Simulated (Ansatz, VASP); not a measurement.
One calculation of Cd4SeS3, two programs

```
Cd Se S
1.0
    -2.99647    2.99647    5.98915
     2.99647   -2.99647    5.98915
     2.99647    2.99647   -5.98915
Cd Se S
4 1 3
Direct
  0.88510 0.37076 0.00000
  0.37076 0.88510 0.00000
  0.11490 0.11490 0.48565
  0.62924 0.62924 0.51435
  0.50000 0.50000 0.00000
  0.75000 0.25000 0.50000
  0.25000 0.75000 0.50000
  0.00000 0.00000 0.00000
```

Alike in both runs: functional PBE; k mesh 6 × 6 × 6; occupations gaussian, width 0.02 eV; no spin polarisation.

Ansatz relaxed the structure, and its values are those at the end. VASP's run is a single point on that final structure, the one shown.

|  | VASP | Ansatz |
| --- | --- | --- |
| version | VASP 6.6.1 | Ansatz 0.2.0 |
| potentials or method | VASP PAW PBE potentials, release 64 (Cd, Se, S), cutoff 520 eV | scalar-relativistic, plane waves, PAW |
| valence electrons in the cell | 72 | 114 |

Ansatz gave:

```
gap on the k mesh at the Fermi level (eV) : 0.89
least direct gap on the mesh (eV)         : 0.89
pressure (GPa)                            : 0.0
rms of the force components (eV/Å)        : 0.004
```

Q: Which values does VASP return?

A: gap on the k mesh at the Fermi level (eV): 0.89; least direct gap on the mesh (eV): 0.89; pressure (GPa): 0.3; rms of the force components (eV/Å): 0.004.

With one functional, cell and mesh, what is left measures potentials, basis and numerics. VASP's potentials hold 72 valence electrons a cell and Ansatz's 114, so a difference there can come from the potentials and not from the codes.
